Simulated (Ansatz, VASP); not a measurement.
Two plane-wave programs on CdF2

```
Cd F
1.0
     0.00000    2.75965    2.99008
     2.75965    0.00000    2.99008
     2.75965    2.75965    0.00000
Cd F
1 2
Direct
  0.00000 0.00000 0.00000
  0.25000 0.25000 0.25000
  0.75000 0.75000 0.75000
```

Alike in both runs: task single point; functional PBE; k mesh 8 × 8 × 8; occupations gaussian, width 0.05 eV; no spin polarisation.

```csv
,VASP,Ansatz
version,VASP 6.6.1,Ansatz 0.2.0
potentials or method,"VASP PAW PBE potentials, release 64 (Cd, F), cutoff 520 eV","scalar-relativistic, plane waves, PAW"
valence electrons in the cell,26,34
```

|  | VASP | Ansatz | Ansatz less VASP |
| --- | --- | --- | --- |
| gap on the k mesh at the Fermi level (eV) | 2.37 | 2.39 | +0.025 |
| least direct gap on the mesh (eV) | 2.92 | 2.95 | +0.029 |
| pressure (GPa) | -7.2 | -7.4 | -0.26 |
| traceless stress, the component that is largest in VASP (GPa) | -5.18 | -5.24 | -0.051 |

The functional is the same, so the differences come from potentials, cutoffs and numerics. VASP's potentials hold 26 valence electrons a cell and Ansatz's 34, so a difference there can come from the potentials and not from the codes.
